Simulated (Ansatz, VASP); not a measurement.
Ir: VASP beside Ansatz

```xyz
1
Lattice="0.0000 1.9532 1.9532 1.9532 0.0000 1.9532 1.9532 1.9532 0.0000" Properties=species:S:1:pos:R:3 pbc="T T T"
Ir    0.0000    0.0000    0.0000
```

Alike in both runs: task single point; functional r2SCAN; k mesh 12 × 12 × 12; occupations fermi-dirac, width 0.05 eV; no spin polarisation.

|  | VASP | Ansatz |
| --- | --- | --- |
| version | VASP 6.6.1 | Ansatz 0.2.0 |
| potentials or method | VASP PAW PBE potentials, release 64 (Ir_sv_GW) | Ansatz PAW |
| plane-wave cutoff (eV) | 550 | 500 |
| valence electrons in the cell | 17 | 17 |

Ansatz gave:

- gap on the k mesh at the Fermi level (eV): none
- pressure (GPa): -16.4

**Question.** Which values does VASP return?

**Answer.** gap on the k mesh at the Fermi level (eV): none; pressure (GPa): -18.5.

VASP's potentials were made for PBE, not for r2SCAN. A gap of «none» marks a metal or a gap that the smearing closes. With one functional, cell and mesh, what is left measures potentials, basis and numerics.

Neither program's run includes spin-orbit coupling.
